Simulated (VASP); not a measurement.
Input of a VASP 6.6.1 run:

INCAR

```
SYSTEM = Be3S5
PREC = Accurate ; ENCUT = 600
EDIFF = 1E-7 ; ISMEAR = 0
SIGMA = 0.2 ; LREAL = .FALSE.
LASPH = .TRUE. ; NELM = 120
ALGO = Normal ; ISIF = 3
LWAVE = .FALSE. ; LCHARG = .FALSE.
GGA = PE ; IBRION = 2
NSW = 36 ; EDIFFG = -0.08
GGA_COMPAT = .FALSE. ; NELMIN = 4
```

Contents of KPOINTS:

```
Automatic mesh
0
G
  3 3 3
  0 0 0
```

The input POSCAR:

```
Be3S5
1.0
    5.1000000000      0.0000000000      0.0000000000
    0.0000000000      5.1000000000      0.0000000000
    0.0000000000      0.0000000000      5.1000000000
Be S
3 5
Direct
    0.5000000000      0.0000000000      0.5000000000
    0.0000000000      0.5000000000      0.5000000000
    0.5000000000      0.5000000000      0.0000000000
    0.0000000000      0.0000000000      0.0000000000
    0.7600000000      0.7600000000      0.2400000000
    0.7600000000      0.2400000000      0.7600000000
    0.2400000000      0.7600000000      0.7600000000
    0.2400000000      0.2400000000      0.2400000000
```

Potentials or basis: VASP PAW PBE potentials, release 64 (Be, S).

The run is started by

```bash
$ cat potpaw_PBE.64/Be/POTCAR potpaw_PBE.64/S/POTCAR > POTCAR
$ mpirun -np 1 vasp_std > vasp.out
```

What does it give for the band gap on the k mesh?

Zero (band 18 reaches 5.58 eV, above the bottom of band 19 at 5.09 eV).

Predict the space group after relaxing (to 0.05 Å).

P-43m (No. 215).

What does it give for the relaxed cell?

a = 5.126 Å, b = 5.126 Å, c = 5.126 Å, α = 90.00°, β = 90.00°, γ = 90.00°.

What does it give for the relaxed volume?

16.84 Å³/atom.

Forces in eV/Å, atoms in the order of the input:
```
Be   0.000  0.000  0.000
Be   0.000  0.000  0.000
Be   0.000  0.000  0.000
S    0.000  0.000  0.000
S    0.036  0.036 -0.036
S    0.036 -0.036  0.036
S   -0.036  0.036  0.036
S   -0.036 -0.036 -0.036
```

Caveat: the k points lie up to 0.41 Å⁻¹ apart in the final cell; the relaxation stopped at a loose force limit of 0.08 eV/Å, so its end isn't a converged minimum.
